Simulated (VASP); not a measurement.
# In3Sb: single point with PBEsol

Crystal: In3Sb.

```
In Sb
1.0
     4.83696    0.00000    0.00000
     0.00000    4.83696    0.00000
     0.00000    0.00000    4.83696
In Sb
3 1
Direct
  0.50000 0.50000 0.00000
  0.50000 0.00000 0.50000
  0.00000 0.50000 0.50000
  0.00000 0.00000 0.00000
```

* Program: VASP 6.6.1
* Task: single point
* Functional: PBEsol
* Potentials or basis: VASP PAW PBE potentials, release 64 (In_d, Sb)
* Cutoff: 520 eV
* k mesh: 6 × 6 × 6
* Occupations: gaussian, width 0.1 eV
* Spin: no spin polarisation
* Dipole correction: no
* Further INCAR settings: ALGO = Normal; EDIFF = 1e-06; NBANDS = 30

| Property | Result |
| --- | --- |
| Pressure | -2.6 GPa |
| Band gap on the k mesh | zero (bands 22 and 23 overlap by 3.50 eV) |

Levels at points of the mesh, in eV from the Fermi level:
| k point | band 20 | band 21 | band 22 | band 23 | band 24 | band 25 |
| --- | --- | --- | --- | --- | --- | --- |
| (0.00, 0.00, 0.00) | -2.73 | -2.28 | -2.28 | 2.35 | 2.35 | 2.35 |
| (0.50, 0.00, 0.00) | -1.45 | -1.45 | -0.11 | -0.11 | 0.25 | 1.16 |
| (0.50, 0.50, 0.00) | -0.50 | -0.03 | 0.37 | 0.37 | 1.43 | 1.63 |
| (0.50, 0.50, 0.50) | -3.85 | -3.85 | -3.85 | -3.01 | 5.31 | 5.31 |

Run time: 73 s on 1 thread of Intel Xeon 8259CL, with other jobs on the host, peak memory 0.23 GiB.

Caveat: the PAW data sets were made with another functional, which shifts forces and pressure a little; spin-orbit coupling is left out, which moves the levels of the heavy elements.
